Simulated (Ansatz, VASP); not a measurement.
# Two plane-wave programs on W

POSCAR

```
W
1.0
   -1.7250840000      1.7250840000      1.5973000000
    1.7250840000     -1.7250840000      1.5973000000
    1.7250840000      1.7250840000     -1.5973000000
W
1
Direct
    0.0000000000      0.0000000000      0.0000000000
```

File INCAR.step1:

```
PREC = Accurate ; ENCUT = 520
ISMEAR = 0 ; SIGMA = 0.15
LREAL = F ; LASPH = T
NELM = 100 ; NBANDS = 13
GGA = PE ; ALGO = Normal
EDIFF = 1E-4 ; LWAVE = T
LCHARG = F
```

INCAR.step2

```
PREC = Accurate ; ENCUT = 520
EDIFF = 1E-6 ; ISMEAR = 0
SIGMA = 0.15 ; LREAL = F
LASPH = T ; NELM = 100
ALGO = Normal ; ISIF = 2
LWAVE = F ; LCHARG = F
METAGGA = R2SCAN ; LMIXTAU = T
NBANDS = 13 ; ISTART = 1
```

KPOINTS

```
Automatic mesh
0
Gamma
  14 14 14
```

Input for Ansatz:

```yaml
crystal:
  lattice:
    - [-1.725084, 1.725084, 1.5973]
    - [1.725084, -1.725084, 1.5973]
    - [1.725084, 1.725084, -1.5973]
  atoms:
    - { symbol: W, position: [0.0, 0.0, 0.0] }
basis:
  ecutwfc: 500
kpoints:
  mp_grid: { grid: [14, 14, 14] }
hamiltonian:
  xc: r2scan
scf:
  occupations: { method: gaussian, width: 0.15 }
output:
  forces: true
  stress: true
  eigenvalues: true
```

Change from the starting cell: strain +0.080 along x and y, +0.000 along z, atoms carried along.

Alike in both runs: task single point; functional r2SCAN; k mesh 14 × 14 × 14; occupations gaussian, width 0.15 eV; no spin polarisation.

|  | VASP | Ansatz |
| --- | --- | --- |
| version | VASP 6.6.1 | Ansatz 0.2.0 |
| potentials or method | VASP PAW PBE potentials, release 64 (W_sv), cutoff 520 eV | scalar-relativistic, plane waves, PAW |
| valence electrons in the cell | 14 | 14 |

Ansatz gave:

```
gap on the k mesh at the Fermi level (eV)                     : none
pressure (GPa)                                                : -38.3
traceless stress, the component that is largest in VASP (GPa) : 11.83
```

Problem. Estimate VASP's values.

Solution. gap on the k mesh at the Fermi level (eV): none; pressure (GPa): -37.8; traceless stress, the component that is largest in VASP (GPa): 11.79.

VASP's potentials were made for PBE, not for r2SCAN. A gap of «none» marks a metal or a gap that the smearing closes. Both programs put the cell under strong tension, so it lies far from rest at this level. The functional is the same, so the differences come from potentials, cutoffs and numerics.

Spin-orbit coupling is off throughout. Noted on VASP's run: the cell as given lies far from equilibrium.
